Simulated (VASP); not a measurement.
**NaSrYWO6: single point with PBE**

NaSrYWO6:

```
CELL_PARAMETERS angstrom
0.00000 4.17202 4.17202
4.17202 0.00000 4.17202
4.17202 4.17202 0.00000
ATOMIC_POSITIONS crystal
Na 0.25000 0.25000 0.25000
Sr 0.75000 0.75000 0.75000
Y 0.49461 0.50539 0.50539
W 0.00000 0.00000 0.00000
O 0.76667 0.23333 0.23333
O 0.23333 0.76667 0.76667
O 0.76667 0.76667 0.23333
O 0.23333 0.23333 0.76667
O 0.23333 0.76667 0.23333
O 0.76667 0.23333 0.76667
```

This cell differs from its parent crystal: one atom moved.

```yaml
Program: VASP 6.6.1
Task: single point
Functional: PBE
Potentials_or_basis: VASP PAW PBE potentials, release 64 (Na_pv, Sr_sv, Y_sv, W_sv, O)
Cutoff: 520 eV
k_mesh: 6 × 6 × 6
Occupations: gaussian, width 0.02 eV
Spin: no spin polarisation
```

| Quantity | Value |
| --- | --- |
| Pressure | -2.6 GPa |
| Largest force | 0.655 eV/Å |
| Band gap on the k mesh | 2.42 eV (least direct gap 2.44 eV) |

Forces in eV/Å, atoms in the order of the input:
```
Na   0.029  0.000  0.000
Sr   0.063  0.000  0.000
Y   -0.655  0.000  0.000
W    0.535  0.000  0.000
O   -0.278  0.000  0.000
O    0.380  0.000  0.000
O   -0.018  0.001  0.297
O   -0.018 -0.001 -0.297
O   -0.018 -0.297 -0.001
O   -0.018  0.297  0.001
```

Stress tensor (GPa, compression positive):
```
-2.44  0.00  0.00
 0.00 -2.61  0.18
 0.00  0.18 -2.61
```

Levels at points of the mesh, in eV from the valence-band top:
```tsv
k point	band 37	band 38	band 39	band 40	band 41	band 42
(0.00, 0.00, 0.00)	-0.03	-0.02	0.00	2.44	2.44	2.45
(0.50, 0.00, 0.00)	-0.51	-0.48	-0.34	3.17	3.41	3.41
(0.00, 0.50, 0.00)	-0.56	-0.53	-0.30	3.17	3.40	3.40
(0.50, 0.50, 0.00)	-0.74	-0.73	-0.04	2.42	3.85	3.85
(0.00, 0.50, 0.50)	-0.73	-0.72	-0.05	2.42	3.85	3.85
```

It took 13 min on 1 thread of AMD EPYC 7R13 (shared host), peak memory 0.54 GiB.

Caveat: the cell differs from its parent crystal (one atom moved); spin-orbit coupling is left out, which moves the levels of the heavy elements. A k mesh can miss the band edges.
